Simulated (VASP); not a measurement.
Runs of VASP 6.6.1 on Hg. Symmetry: R-3m, No. 166, trigonal system. Conventional cell: a = 3.756 Å, b = 3.756 Å, c = 6.464 Å, α = 90.00°, β = 90.00°, γ = 120.00°. Hg (site symmetry -3m) has 12 Hg at 3.06 to 3.76 Å within 4.0 Å. 

| k mesh | smearing | gap on the mesh (eV) | pressure (GPa) |
| --- | --- | --- | --- |
| 11 × 11 × 11 | fermi-dirac 0.1 eV | none | 0.4 |
| 5 × 5 × 5 | fermi-dirac 0.1 eV | none | (a) |
| 11 × 11 × 11 | methfessel-paxton 0.6 eV | none | 0.4 |
| 7 × 7 × 7 | fermi-dirac 0.1 eV | none | 0.9 |

Alike in all rows: task single point; level r2SCAN; potentials or basis VASP PAW PBE potentials, release 64 (Hg); no spin polarisation; cell as given; cutoff (eV) 520.

Q: Estimate the missing entries.

A: (a) 1.4.

Caveats: some runs use coarse meshes; the PAW data sets were made with another functional, which shifts forces and pressure a little; spin-orbit coupling is left out, which moves the levels of the heavy elements; so wide a smearing shifts energies and pressures (at least some runs).

A k mesh can miss the band edges, and the runs leave out spin-orbit coupling on Hg.

A gap of «none» marks levels without a gap at the run's occupations.
